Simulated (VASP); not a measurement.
Here is a VASP 6.6.1 calculation.

Contents of POSCAR:

```
Ti3Nb
1.0
    4.1334330000      0.0000000000      0.0000000000
    0.0000000000      4.1334330000      0.0000000000
    0.0000000000      0.0000000000      4.1334330000
Ti Nb
3 1
Direct
    0.0000000000      0.5000000000      0.5000000000
    0.5000000000      0.0000000000      0.5000000000
    0.5000000000      0.5000000000      0.0000000000
    0.0000000000      0.0000000000      0.0000000000
```

The input INCAR.step1:

```
PREC = Accurate
ENCUT = 520
ISMEAR = 0
SIGMA = 0.1
LREAL = F
LASPH = T
NELM = 100
NBANDS = 32
GGA = PE
ALGO = Normal
EDIFF = 1E-4
LWAVE = T
LCHARG = F
```

Contents of INCAR.step2:

```
PREC = Accurate
ENCUT = 520
EDIFF = 1E-6
ISMEAR = 0
SIGMA = 0.1
LREAL = F
LASPH = T
NELM = 100
ALGO = Normal
ISIF = 2
LWAVE = F
LCHARG = F
METAGGA = R2SCAN
LMIXTAU = T
NBANDS = 32
ISTART = 1
```

The input KPOINTS:

```
Automatic mesh
0
Gamma
  4 4 4
```

Potentials or basis: VASP PAW PBE potentials, release 64 (Ti_sv, Nb_sv).

Launch:

```bash
$ cat potpaw_PBE.64/Ti_sv/POTCAR potpaw_PBE.64/Nb_sv/POTCAR > POTCAR
$ cp INCAR.step1 INCAR
$ mpirun -np 1 vasp_std > vasp.out
$ cp INCAR.step2 INCAR
$ mpirun -np 1 vasp_std > vasp.out
```

Task: What does it give for the pressure?

Result: -0.4 GPa.

Caveat: the k points lie up to 0.38 Å⁻¹ apart; the PAW data sets were made with another functional, which shifts forces and pressure a little.
